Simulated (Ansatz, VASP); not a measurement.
## One calculation of SnSe, two programs

The input INCAR:

```
PREC = Accurate ; ENCUT = 520
EDIFF = 1E-8 ; ISMEAR = -1
SIGMA = 0.01 ; LREAL = F
LASPH = T ; NELM = 100
ALGO = Normal ; ISIF = 2
LWAVE = F ; LCHARG = F
GGA = PS ; LEFG = T
NBANDS = 17
```

File KPOINTS:

```
regular mesh
0
Gamma
  7 7 7
```

File POSCAR:

```
SnSe
1.0
    0.0000000000      3.0100000000      3.0401000000
    3.0100000000      0.0000000000      3.0401000000
    3.0100000000      3.0100000000      0.0000000000
Sn Se
1 1
Direct
    0.0000000000      0.0000000000      0.0000000000
    0.5000000000      0.5000000000      0.5000000000
```

Input for Ansatz:

```yaml
crystal:
  lattice:
    - [0.0, 3.01, 3.0401]
    - [3.01, 0.0, 3.0401]
    - [3.01, 3.01, 0.0]
  atoms:
    - { symbol: Sn, position: [0.0, 0.0, 0.0] }
    - { symbol: Se, position: [0.5, 0.5, 0.5] }
kpoints:
  mp_grid: { grid: [7, 7, 7] }
scf:
  occupations: { method: fermi_dirac, width: 0.01 }
hamiltonian:
  xc: pbesol
  pseudopotentials: { kind: all_electron, datasets: crystal }
output:
  forces: true
  stress: true
  eigenvalues: true
  efg: { contact_densities: true }
```

Change from the starting cell: zz strain of +1 %, crystal datasets.

Alike in both runs: task electric field gradients; functional PBEsol; k mesh 7 × 7 × 7; occupations fermi-dirac, width 0.01 eV; no spin polarisation.

```csv
,VASP,Ansatz
version,VASP 6.6.1,Ansatz 0.2.0
potentials or method,"VASP PAW PBE potentials, release 64 (Sn_d, Se), cutoff 520 eV","all-electron PAW with datasets made for the crystal, scalar-relativistic"
```

VASP gave:

| Item | Value |
| --- | --- |
| gap on the k mesh at the Fermi level (eV) | 0.70 |
| pressure (GPa) | -2.3 |
| traceless stress, the component that is largest in VASP (GPa) | -0.71 |
| size of Vzz on the site where it differs most (V/Å²) | 13.4 |

Task: Estimate Ansatz's values.

Result: gap on the k mesh at the Fermi level (eV): 0.70; pressure (GPa): -2.3; traceless stress, the component that is largest in VASP (GPa): -0.70; size of Vzz on the site where it differs most (V/Å²): 14.0.

VASP's potentials were made for PBE, not for PBEsol. Ansatz ran all-electron here, and VASP with PAW potentials.
